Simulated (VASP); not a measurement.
Set up this calculation in VASP 6.6.1, as the native input.

```yaml
Task: single point
Functional: PBE
Potentials_or_basis: VASP PAW PBE potentials, release 64 (B, N, H)
Cutoff: 520 eV
k_mesh: 1 × 1 × 1, shifted
Occupations: fermi-dirac, width 0.01 eV
Spin: collinear spin
Fixed_moment: 2 μB
Dipole_correction: no
Further_INCAR_settings: LREAL = Auto; ALGO = Normal; EDIFF = 1e-06; NBANDS = 89
```

The structure of B15HN16 (a cell with a defect) (V_B-H) lies in POSCAR:

```
B15HN16
1.0
   -3.6241103844      3.6241103844     -3.6241103844
    3.6241103844      3.6241103844      3.6241103844
    3.6241103844     -3.6241103844     -3.6241103844
B N H
15 16 1
Direct
   -0.0023673584     -0.0018502984     -0.0037555437
    0.0028363114      0.2522140979      0.7505234420
    0.0028989718      0.5011505711      0.5015703671
   -0.0023160251      0.7468348519      0.2475377295
    0.2517294757      0.0032847656      0.7504819626
    0.2517207409      0.5011765828      0.2527544211
    0.2511741733      0.7509238763      0.0002937257
    0.5006494634      0.0033256784      0.5015967096
    0.5007062309      0.2522459728      0.2527085349
    0.5000524285      0.5005894599      0.0001289906
    0.5000539688      0.7507772684      0.7499072917
    0.7463807383     -0.0018611922      0.2474749586
    0.7504597036      0.2516574637      0.0002889658
    0.7502990905      0.5006607275      0.7499570553
    0.7504233566      0.7508801927      0.5010385555
   -0.0159775654     -0.0155028435      0.2338922916
    0.0003908317      0.2512441909      0.0032754806
    0.0048457501      0.5027687735      0.7521337491
    0.0003793716      0.7538908192      0.5005761104
    0.2507414441      0.0009045064      0.0033154836
    0.2529006506      0.2533453402      0.7769340707
    0.2529389456      0.5274340380      0.5027657432
    0.2507478746      0.7539273681      0.2502131607
    0.5023288284      0.0053827625      0.7521731348
    0.5271655170      0.2534265406      0.5028078628
    0.5023210200      0.5028326481      0.2547338829
    0.4991059286      0.7505051902     -0.0001270201
    0.7534128451      0.0008686099      0.5005789623
    0.7534334209      0.2512431198      0.2502313891
    0.7500085790      0.4996071771     -0.0001255409
    0.7499996049      0.7505291037      0.7489817856
    0.1474754369      0.1480057832      0.3975823116
```

The input as run:

INCAR

```
SYSTEM = B15HN16
ALGO = Normal
EDIFF = 1E-6
ENCUT = 520
GGA = PE
ISIF = 2
ISMEAR = -1
ISPIN = 2
LASPH = .TRUE.
LCHARG = .TRUE.
LELF = .TRUE.
LORBIT = 11
LREAL = Auto
LVHAR = .TRUE.
LWAVE = .FALSE.
MAGMOM = 0 0 0 0 0 0 0.01 0 0 -0.01 -0.01 0 0.01 -0.01 0.01 0.01 0.05 0.04 0.05 0.05 0.33 0.33 0.05 0.04 0.33 0.04 0.01 0.05 0.05 0.01 0.01 0
NBANDS = 89
NELM = 150
NUPDOWN = 2.0
PREC = Accurate
SIGMA = 0.01
```

KPOINTS

```
Automatic mesh
0
Gamma
  1 1 1
  0.25 0.25 0.25
```

Potentials or basis: VASP PAW PBE potentials, release 64 (B, N, H).

Run with:

```sh
$ cat potpaw_PBE.64/B/POTCAR potpaw_PBE.64/N/POTCAR potpaw_PBE.64/H/POTCAR > POTCAR
$ mpirun -np 1 vasp_std > vasp.out
```

Results of the run:

| Property | Result |
| --- | --- |
| Pressure | 5.5 GPa |
| Largest force | 0.058 eV/Å |
| Net moment | 2.00 μB per cell |
| Site moments | B -0.00, -0.01, +0.01; N +0.02, +0.05, +0.04, +0.37, +0.01; H -0.00 μB |
| Valence electrons inside the program's atomic spheres | B 2.05, 2.04, 2.06; N 4.04, 3.96, 3.97, 3.91, 3.98; H 0.72 |

Caveat: the k points lie up to 1.23 Å⁻¹ apart; the total moment is fixed, so each spin has its own Fermi level.

It took 2.7 min on 1 thread of Intel(R) Xeon(R) Platinum 8488C (Sapphire Rapids), with other jobs on the host, peak memory 0.4 GiB.
